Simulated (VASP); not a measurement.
# BaTiO3 (R3m) in VASP: single point with PBE

Aim: the single point of BaTiO3 with PBE.

Program: VASP 6.6.1. These are calculated values, not measurements. Logs are shortened: lines on timing, memory, paths and dates and some standing lists are left out, and cuts for length are marked.

### 1 The cell of the first run

The structure is trigonal, space group R3m (No. 160). Conventional cell: a = 5.726 Å, b = 5.726 Å, c = 7.069 Å, α = 90.00°, β = 90.00°, γ = 120.00°. Within 3.6 Å of Ba (site symmetry 3m) lie 12 O at 2.74 to 3.02 Å and 8 Ti at 3.48 to 3.59 Å. Ti (site symmetry 3m) has 6 O at 1.87 to 2.21 Å within 2.5 Å. O (site symmetry m) has 2 Ti at 1.87 to 2.21 Å within 2.5 Å.

### 2 Single point, PBE

File INCAR:

```
SYSTEM = BaTiO3
PREC = Accurate
ENCUT = 1340
EDIFF = 1E-6
ISMEAR = 0
SIGMA = 0.05
LREAL = .False.
LASPH = .True.
NELM = 120
ALGO = Normal
ISIF = 2
LWAVE = .False.
LCHARG = .False.
GGA = PE
NBANDS = 28
GGA_COMPAT = .False.
```

File KPOINTS:

```
Automatic mesh
0
Gamma
  6 6 6
  0 0 0
```

File POSCAR:

```
BaTiO3
1.0
    2.8630706910      1.6529946342      2.3563003940
   -2.8630706910      1.6529946342      2.3563003940
    0.0000000000     -3.3059892684      2.3563003940
Ba Ti O
1 1 3
Direct
    0.0120277556      0.0120277556      0.0120277556
    0.5191875227      0.5191875227      0.5191875227
    0.4883938465      0.4883938465      0.9777702638
    0.4883938465      0.9777702638      0.4883938465
    0.9777702638      0.4883938465      0.4883938465
```

Potentials or basis: VASP PAW PBE potentials, release 64 (Ba_sv, Ti_sv, O_h).

The run is started by

```sh
$ cat potpaw_PBE.64/Ba_sv/POTCAR potpaw_PBE.64/Ti_sv/POTCAR potpaw_PBE.64/O_h/POTCAR > POTCAR
$ mpirun -np 1 vasp_std > vasp.out
```

OUTCAR:

```text
SYSTEM = BaTiO3
   PREC = Accurate
   ENCUT = 1340
   EDIFF = 1E-6
   ISMEAR = 0
   LREAL = .False.
   LASPH = .True.
   NELM = 120
   ISIF = 2
   GGA = PE

 ion  position               nearest neighbor table
   1  0.012  0.012  0.012-   4 2.74   5 2.74   3 2.74   3 2.87   3 2.87   4 2.87   5 2.87   5 2.87
                             4 2.87   5 3.02   4 3.02   3 3.02   2 3.48   2 3.49   2 3.49   2 3.49
   2  0.519  0.519  0.519-   4 1.87   5 1.87   3 1.87   4 2.21   5 2.21   3 2.21   1 3.48   1 3.49
                             1 3.49   1 3.49   1 3.53   1 3.53   1 3.53   1 3.59
   3  0.488  0.488  0.978-   2 1.87   2 2.21   1 2.74   1 2.87   1 2.87   1 3.02
   4  0.488  0.978  0.488-   2 1.87   2 2.21   1 2.74   1 2.87   1 2.87   1 3.02
   5  0.978  0.488  0.488-   2 1.87   2 2.21   1 2.74   1 2.87   1 2.87   1 3.02

  LATTYP: Found a trigonal (rhomboedric) cell.
 ALAT       =     4.0597680462
 COS(alpha) =     0.0053009664

  Lattice vectors:

 A1 = (   2.8630706910,   1.6529946342,   2.3563003940)
 A2 = (  -2.8630706910,   1.6529946342,   2.3563003940)
 A3 = (   0.0000000000,  -3.3059892684,   2.3563003940)

Analysis of symmetry for initial positions (statically):
=====================================================================
 Subroutine PRICEL returns:
 Original cell was already a primitive cell.

 Routine SETGRP: Setting up the symmetry group for a
 trigonal (rhombohedral) supercell.

 Subroutine GETGRP returns: Found  6 space group operations
 (whereof  6 operations were pure point group operations)
 out of a pool of 12 trial point group operations.

The static configuration has the point symmetry C_3v.

Analysis of symmetry for dynamics (positions and initial velocities):
=====================================================================
 Subroutine PRICEL returns:
 Original cell was already a primitive cell.

 Routine SETGRP: Setting up the symmetry group for a
 trigonal (rhombohedral) supercell.

 Subroutine GETGRP returns: Found  6 space group operations
 (whereof  6 operations were pure point group operations)
 out of a pool of 12 trial point group operations.

The dynamic configuration has the point symmetry C_3v.

 Subroutine INISYM returns: Found  6 space group operations
 (whereof  6 operations are pure point group operations),
 and found     1 'primitive' translations

[... 100 lines left out ...]
   EDIFF  = 0.1E-05   stopping-criterion for ELM
   LREAL  =      F    real-space projection
   EDIFFG = 0.1E-04   stopping-criterion for IOM
   NSW    =      0    number of steps for IOM
   IBRION =     -1    ionic relax: 0-MD 1-quasi-New 2-CG
   NFREE  =      0    steps in history (QN), initial steepest desc. (CG)
   ISIF   =      2    stress and relaxation
   ISYM   =      2    0-nonsym 1-usesym 2-fastsym
   POTIM  = 0.5000    time-step for ionic-motion
   TEBEG  =    0.0;   TEEND  =   0.0 temperature during run
   PSTRESS=    0.0 pullay stress
   NELECT =      40.0000    total number of electrons
   NUPDOWN=      -1.0000    fix difference up-down
   EMIN   =  10.00;   EMAX   =-10.00  energy-range for DOS
   EFERMI =   0.00;   METHOD = LEGACY
   ISMEAR =     0;   SIGMA  =   0.05  broadening in eV -4-tet -1-fermi 0-gaus
   EFERMI_NEDOS =   21; number of points for ismear=-14 and -15
   IALGO  =     38    algorithm
   IMIX   =      4    mixing-type and parameters
     AMIX     =   0.40;   BMIX     =  1.00
     AMIX_MAG =   1.60;   BMIX_MAG =  1.00
  volume/ion in A,a.u.               =      13.38        90.31
  Fermi-wavevector in a.u.,A,eV,Ry     =   1.379112  2.606145 25.877617  1.901951
  Thomas-Fermi vector in A             =   2.504112
   LORBIT       =      0    0 simple, 1 ext, 2 COOP (PROOUT), +10 PAW based schemes
   GGA     = PE    functional components
   LHFCALC =     F    Hartree Fock is set to
   AEXX    =    0.0000 exact exchange contribution
   IVDW    =     0    specifies the selected vdW correction
   LEPSILON=     F    determine dielectric tensor
   LRPA    =     F    only Hartree local field effects (RPA)
 non-spin polarized calculation
 Gauss-broadening in eV      SIGMA  =   0.05
  energy-cutoff  :     1340.00
  volume of cell :       66.91
 maximum number of plane-waves:      7484
   NGX = 25   NGY = 25   NGZ = 25

 number of electron      39.9999998 magnetization

 Free energy of the ion-electron system (eV)
  ---------------------------------------------------
  ext. energy  EPLUGINS =         0.00000000
  ---------------------------------------------------
  free energy    TOTEN  =       -40.07617280 eV

  energy without entropy =      -40.07617280  energy(sigma->0) =      -40.07617280

 E-fermi :   4.0550     XC(G=0): -11.0091

 val. band max:        3.7666759253   @ k =   0.5000   0.5000   0.5000
 cond. band min:       6.3596560071   @ k =   0.0000   0.0000   0.0000
 fundamental gap:      2.5929800818
 Fermi energy:         4.0549735129

 k-point     1 :       0.0000    0.0000    0.0000
  band No.  band energies     occupation
      1     -52.5264      2.00000
      2     -28.7813      2.00000
      3     -28.7789      2.00000
      4     -28.7789      2.00000
      5     -21.1082      2.00000
      6     -12.9381      2.00000
[... 733 lines left out ...]
     27      11.7475      0.00000
     28      12.2244      0.00000

 [... further k-points ...]

------------------------ aborting loop because EDIFF is reached ----------------------------------------

  FORCE on cell =-STRESS in cart. coord.  units (eV):
  Direction    XX          YY          ZZ          XY          YZ          ZX
  --------------------------------------------------------------------------------------
  -------------------------------------------------------------------------------------
  Total        0.6111418      0.6111418      0.7176891      0.0000000     -0.0000000      0.0000000
  in kB       14.6341371     14.6341371     17.1854749      0.0000000     -0.0000000      0.0000000
  external PRESSURE =      15.4845830 kB  Pullay stress =       0.0000000 kB

 VOLUME and BASIS-vectors are now :
 -----------------------------------------------------------------------------
  energy-cutoff  :     1340.00
  volume of cell :       66.91
      direct lattice vectors                 reciprocal lattice vectors
     2.863070691  1.652994634  2.356300394     0.174637672  0.100827107  0.141464702
    -2.863070691  1.652994634  2.356300394    -0.174637672  0.100827107  0.141464702
     0.000000000 -3.305989268  2.356300394     0.000000000 -0.201654214  0.141464702

 POSITION                                       TOTAL-FORCE (eV/Angst)
 -----------------------------------------------------------------------------------
      0.00000      0.00000      0.08502         0.000000     -0.000000     -0.338155
      0.00000      0.00000      3.67009         0.000000      0.000000      0.109845
      0.00000     -1.61787      4.60553         0.000000     -0.016690      0.076103
     -1.40112      0.80894      4.60553        -0.014454      0.008345      0.076103
      1.40112      0.80894      4.60553         0.014454      0.008345      0.076103
 -----------------------------------------------------------------------------------
    total drift:                               -0.000000     -0.000000     -0.001020

  FREE ENERGIE OF THE ION-ELECTRON SYSTEM (eV)
  ---------------------------------------------------
  free  energy   TOTEN  =       -40.0761727967 eV

  energy  without entropy=      -40.0761727967  energy(sigma->0) =      -40.07617280
```

OSZICAR:

```text
N       E                     dE             d eps       ncg     rms          rms(c)
DAV:   1     0.674100831305E+03    0.67410E+03   -0.35488E+04  1792   0.310E+03
DAV:   2     0.768645963253E+02   -0.59724E+03   -0.57129E+03  1860   0.640E+02
DAV:   3    -0.420299293372E+02   -0.11889E+03   -0.11300E+03  2684   0.215E+02
DAV:   4    -0.502616297362E+02   -0.82317E+01   -0.81975E+01  2432   0.539E+01
DAV:   5    -0.506223700745E+02   -0.36074E+00   -0.36037E+00  2824   0.110E+01    0.238E+01
DAV:   6    -0.402254502002E+02    0.10397E+02   -0.55127E+01  2804   0.678E+01    0.104E+01
DAV:   7    -0.402781274522E+02   -0.52677E-01   -0.13166E+01  2476   0.263E+01    0.735E+00
DAV:   8    -0.400975844020E+02    0.18054E+00   -0.71492E-01  2192   0.719E+00    0.426E+00
DAV:   9    -0.401083570985E+02   -0.10773E-01   -0.53408E-01  2676   0.706E+00    0.182E+00
DAV:  10    -0.400847314413E+02    0.23626E-01   -0.26493E-01  2392   0.491E+00    0.819E-01
DAV:  11    -0.400772106770E+02    0.75208E-02   -0.46075E-02  2404   0.133E+00    0.361E-01
DAV:  12    -0.400765288684E+02    0.68181E-03   -0.10932E-02  2248   0.102E+00    0.167E-01
DAV:  13    -0.400761557921E+02    0.37308E-03   -0.13613E-03  2252   0.393E-01    0.262E-02
DAV:  14    -0.400761728462E+02   -0.17054E-04   -0.13537E-04  2712   0.997E-02    0.157E-02
DAV:  15    -0.400761733476E+02   -0.50142E-06   -0.35354E-05  2096   0.576E-02    0.677E-03
DAV:  16    -0.400761727967E+02    0.55096E-06   -0.32128E-06  1764   0.195E-02
   1 F= -.40076173E+02 E0= -.40076173E+02  d E =-.475710E-18
```

stdout:

```text
POSCAR found type information on POSCAR BaTiO
 POSCAR found :  3 types and       5 ions
 scaLAPACK will be used
 LDA part: xc-table for (Slater+PW92), standard interpolation
 POSCAR, INCAR and KPOINTS ok, starting setup
 FFT: planning ... GRIDC
 FFT: planning ... GRID_SOFT
 FFT: planning ... GRID
 WAVECAR not read
 entering main loop
```

Wall time 3.9 min (1 thread of Intel Xeon Platinum 8259CL at 2.50GHz (Skylake/Cascade Lake), shared host); peak memory 0.49 GiB.

What came out:

* Free energy: -40.0762 eV
* Pressure: 1.5 GPa
* Largest force: 0.338 eV/Å
* Band gap on the k mesh: 2.59 eV (least direct gap 3.14 eV)

Forces in eV/Å, atoms in the order of the input:
```
Ba   0.000  0.000 -0.338
Ti   0.000  0.000  0.110
O    0.000 -0.017  0.076
O   -0.014  0.008  0.076
O    0.014  0.008  0.076
```

Stress tensor (GPa, compression positive):
```
1.46 0.00 0.00
0.00 1.46 0.00
0.00 0.00 1.72
```

Caveat: the cell differs from its parent crystal (all Ba atoms moved -0.050 Å, as atom 1 towards its neighbour atom 2 (Ti) at 3.434 Å); spin-orbit coupling is left out, which moves the levels of the heavy elements. A k mesh can miss the band edges.
